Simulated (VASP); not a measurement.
Here is a VASP 6.6.1 calculation.

The input INCAR:

```
PREC = Accurate
ENCUT = 520
EDIFF = 1E-7
ISMEAR = 0
SIGMA = 0.1
LREAL = F
LASPH = T
NELM = 80
ALGO = Normal
ISIF = 2
LWAVE = F
LCHARG = F
GGA = PE
NBANDS = 23
```

Contents of KPOINTS:

```
regular mesh
0
Gamma
  10 10 10
```

File POSCAR:

```
Si4W
1.0
   -2.8194341272      2.8194341272      2.8194341272
    2.8194341272     -2.8194341272      2.8194341272
    2.8194341272      2.8194341272     -2.8194341272
Si W
4 1
Direct
    0.5000000000      0.5000000000      0.5000000000
    0.0000000000      0.0000000000      0.5000000000
    0.0000000000      0.5000000000      0.0000000000
    0.5000000000      0.0000000000      0.0000000000
    0.0000000000      0.0000000000      0.0000000000
```

Potentials or basis: VASP PAW PBE potentials, release 64 (Si, W_sv).

Command:

```console
$ cat potpaw_PBE.64/Si/POTCAR potpaw_PBE.64/W_sv/POTCAR > POTCAR
$ mpirun -np 1 vasp_std > vasp.out
```

Problem. Estimate the band gap on the k mesh.

Solution. Zero (band 15 reaches 9.33 eV, above the bottom of band 16 at 5.57 eV).

Problem. What does it give for the pressure?

Solution. 0.0 GPa.

Caveat: spin-orbit coupling is left out, which moves the levels of the heavy elements.
